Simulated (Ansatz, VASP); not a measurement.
**AlN: VASP beside Ansatz**

The input INCAR:

```
SYSTEM = AlN
PREC = Accurate
ENCUT = 520
EDIFF = 1E-6
ISMEAR = 0
SIGMA = 0.05
LREAL = .False.
LASPH = .True.
NELM = 60
ALGO = Normal
ISIF = 2
LWAVE = .False.
LCHARG = .True.
GGA = PE
LELF = .True.
LVHAR = .True.
NBANDS = 26
```

File KPOINTS:

```
regular mesh
0
Gamma
  8 6 4
  0 0 0
```

File POSCAR:

```
AlN
1.0
   -1.6567491617      2.8695737234      0.0000000000
    0.0000000000      0.0000000000      4.1874629526
    4.9702474850      2.8695737234      0.0000000000
Al N
4 4
Direct
    0.3821917006      0.7500000000      0.1527480839
    0.0000000000      0.7500000000      0.6666666667
    0.0000000000      0.2500000000      0.3333333333
    0.5000000000      0.2500000000      0.8333333333
    0.5000000000      0.2500000000      0.1666666667
    0.0000000000      0.2500000000      0.6666666667
    0.0000000000      0.7500000000      0.3333333333
    0.5000000000      0.7500000000      0.8333333333
```

Input for Ansatz:

```yaml
crystal:
  lattice:
    - [-1.6567491617, 2.8695737234, 0.0]
    - [0.0, 0.0, 4.1874629526]
    - [4.970247485, 2.8695737234, 0.0]
  atoms:
    - { symbol: Al, position: [0.3821917006, 0.75, 0.1527480839] }
    - { symbol: Al, position: [0.0, 0.75, 0.6666666667] }
    - { symbol: Al, position: [0.0, 0.25, 0.3333333333] }
    - { symbol: Al, position: [0.5, 0.25, 0.8333333333] }
    - { symbol: "N", position: [0.5, 0.25, 0.1666666667] }
    - { symbol: "N", position: [0.0, 0.25, 0.6666666667] }
    - { symbol: "N", position: [0.0, 0.75, 0.3333333333] }
    - { symbol: "N", position: [0.5, 0.75, 0.8333333333] }
basis:
  ecutwfc: 420
kpoints:
  mp_grid: { grid: [8, 6, 4] }
hamiltonian:
  xc: pbe
  pseudopotentials: { kind: paw, azcp: { folder: soft_1 } }
scf:
  occupations: { method: gaussian, width: 0.05 }
output:
  forces: true
  stress: true
  eigenvalues: true
```

Alike in both runs: task single point; functional PBE; k mesh 8 × 6 × 4; occupations gaussian, width 0.05 eV; no spin polarisation.

|  | VASP | Ansatz |
| --- | --- | --- |
| version | VASP 6.6.1 | Ansatz 0.2.0 |
| potentials or method | VASP PAW PBE potentials, release 64 (Al, N), cutoff 520 eV | scalar-relativistic, plane waves, PAW |
| valence electrons in the cell | 32 | 32 |

```csv
,VASP,Ansatz,Ansatz less VASP
gap on the k mesh at the Fermi level (eV),3.02,3.01,-0.007
least direct gap on the mesh (eV),3.02,3.01,-0.007
pressure (GPa),5.3,5.4,+0.14
"traceless stress, the component that is largest in VASP (GPa)",11.30,11.29,-0.014
rms of the force components (eV/Å),1.874,1.866,-0.0081
```

Atom by atom the forces differ by 0.009 eV/Å (rms over components). With one functional, cell and mesh, what is left measures potentials, basis and numerics.
